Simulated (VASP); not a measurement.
Input of a VASP 6.6.1 run:

Contents of INCAR:

```
PREC = Accurate
ENCUT = 520
EDIFF = 1E-7
ISMEAR = 0
SIGMA = 0.02
LREAL = False
LASPH = True
NELM = 100
ALGO = Normal
ISIF = 2
LWAVE = False
LCHARG = True
GGA = PS
LELF = True
LVHAR = True
NBANDS = 20
```

File KPOINTS:

```
Automatic mesh
0
Gamma
  12 12 2
```

Contents of POSCAR:

```
WS2
1.0
    3.0514029337      0.0000000000      0.0000000000
   -1.5257014669      2.6425924578      0.0000000000
    0.0000000000      0.0000000000     17.2593268133
W S
1 2
Direct
    0.3333333333      0.6666666667      0.0000000000
    0.6666666667      0.3333333333      0.9071459227
    0.6666666667      0.3333333333      0.0928540773
```

Potentials or basis: VASP PAW PBE potentials, release 64 (W_sv, S).

Command:

```console
$ cat potpaw_PBE.64/W_sv/POTCAR potpaw_PBE.64/S/POTCAR > POTCAR
$ mpirun -np 1 vasp_std > vasp.out
```

Q: Estimate the largest force.

A: 0.024 eV/Å.

Q: What does it give for the band gap on the k mesh?

A: 1.83 eV (least direct gap 2.44 eV).

Forces on the atoms (eV/Å):
```
W    0.000  0.000  0.000
S    0.000  0.000 -0.024
S    0.000  0.000  0.024
```

Caveat: the cell differs from its parent crystal (biaxial strain in the a-b plane: -3.0 %, then relaxed in part); there is no dipole correction, which matters where the two faces differ; the PAW data sets were made with another functional, which shifts forces and pressure a little; spin-orbit coupling is left out, which moves the levels of the heavy elements.
